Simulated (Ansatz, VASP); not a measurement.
**One calculation of Si2Ni, two programs**

The input INCAR:

```
ALGO     = Normal         # electronic algorithm
EDIFF    = 1E-6           # SCF threshold, eV
ENCUT    = 520            # plane-wave cutoff, eV
GGA      = PE             # functional
ISIF     = 2              # what is computed and relaxed
ISMEAR   = 0              # smearing method
ISPIN    = 2              # spin polarisation
IVDW     = 13             # dispersion correction
LASPH    = True           # aspherical terms in the spheres
LCHARG   = True           # write CHGCAR
LELF     = True           # ELF
LMAXMIX  = 4              # l up to which the mixer works
LORBIT   = 11             # projections on sites
LREAL    = False          # projectors in reciprocal space
LVHAR    = True         
LWAVE    = False          # write WAVECAR
MAGMOM   = 0 0 0.05       # initial moments
NBANDS   = 20             # bands
NELM     = 150            # most SCF steps
PREC     = Accurate       # precision mode
SIGMA    = 0.05           # smearing width, eV
```

File KPOINTS:

```
k-points
0
Gamma
  8 8 8
```

File POSCAR:

```
Si2Ni
1.0
    0.0000000000      2.6520255377      2.6520255377
    2.6520255377      0.0000000000      2.6520255377
    2.6520255377      2.6520255377      0.0000000000
Si Ni
2 1
Direct
    0.2500000000      0.2500000000      0.2500000000
    0.7500000000      0.7500000000      0.7500000000
    0.0000000000      0.0000000000      0.0000000000
```

Input for Ansatz:

```yaml
crystal:
  lattice:
    - [0.0, 2.6520255377, 2.6520255377]
    - [2.6520255377, 0.0, 2.6520255377]
    - [2.6520255377, 2.6520255377, 0.0]
  atoms:
    - { symbol: Si, position: [0.25, 0.25, 0.25] }
    - { symbol: Si, position: [0.75, 0.75, 0.75] }
    - { symbol: Ni, position: [0.0, 0.0, 0.0], spin: 0.05 }
basis:
  ecutwfc: 420
  ecutrho_ratio: 4
kpoints:
  mp_grid: { grid: [8, 8, 8] }
hamiltonian:
  xc: pbe
  dispersion: d4
scf:
  occupations: { method: gaussian, width: 0.05 }
output:
  forces: true
  stress: true
  eigenvalues: true
  populations: true
magnetization:
  spin_polarized: true
```

Alike in both runs: task single point; functional PBE; dispersion D4; k mesh 8 × 8 × 8; occupations gaussian, width 0.05 eV; collinear spin.

|  | VASP | Ansatz |
| --- | --- | --- |
| version | VASP 6.6.1 | Ansatz 0.2.0 |
| potentials or method | VASP PAW PBE potentials, release 64 (Si, Ni), cutoff 520 eV | scalar-relativistic, plane waves, PAW |
| valence electrons in the cell | 18 | 26 |

```tsv
	VASP	Ansatz	Ansatz less VASP
gap on the k mesh at the Fermi level (eV)	none	none	-
pressure (GPa)	7.0	7.3	+0.28
net moment per atom (μB)	0.00	0.00	0.000
```

A gap of «none» marks a metal or a gap that the smearing closes. VASP's potentials hold 18 valence electrons a cell and Ansatz's 26, so a difference there can come from the potentials and not from the codes. Ansatz's warnings: seeded moment not kept.
